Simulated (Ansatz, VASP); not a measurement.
**CdSe in VASP and in Ansatz**

```
CELL_PARAMETERS angstrom
4.29850 0.00000 0.00000
-2.14925 3.72261 0.00000
0.00000 0.00000 7.01520
ATOMIC_POSITIONS crystal
Cd 0.66667 0.33333 0.00000
Cd 0.33333 0.66667 0.50000
Se 0.66667 0.33333 0.37500
Se 0.33333 0.66667 0.87500
```

Alike in both runs: task relaxation of cell and atoms; functional PBE; k mesh 6 × 6 × 4; occupations gaussian, width 0.02 eV; no spin polarisation.

```csv
,VASP,Ansatz
version,VASP 6.6.1,Ansatz 0.2.0
potentials or method,"VASP PAW PBE potentials, release 64 (Cd, Se), cutoff 600 eV","scalar-relativistic, plane waves, PAW"
valence electrons in the cell,36,72
```

VASP gave:

```
gap on the k mesh at the Fermi level, each at its own relaxed structure (eV) : 0.53
relaxed volume (Å³/atom)                                                     : 29.90
relaxed cell length with the largest relative difference (Å)                 : 7.168
```

Problem. What did Ansatz give for the same quantities?

Solution. gap on the k mesh at the Fermi level, each at its own relaxed structure (eV): 0.54; relaxed volume (Å³/atom): 29.76; relaxed cell length with the largest relative difference (Å): 7.153.

VASP's potentials hold 36 valence electrons a cell and Ansatz's 72, so a difference there can come from the potentials and not from the codes.
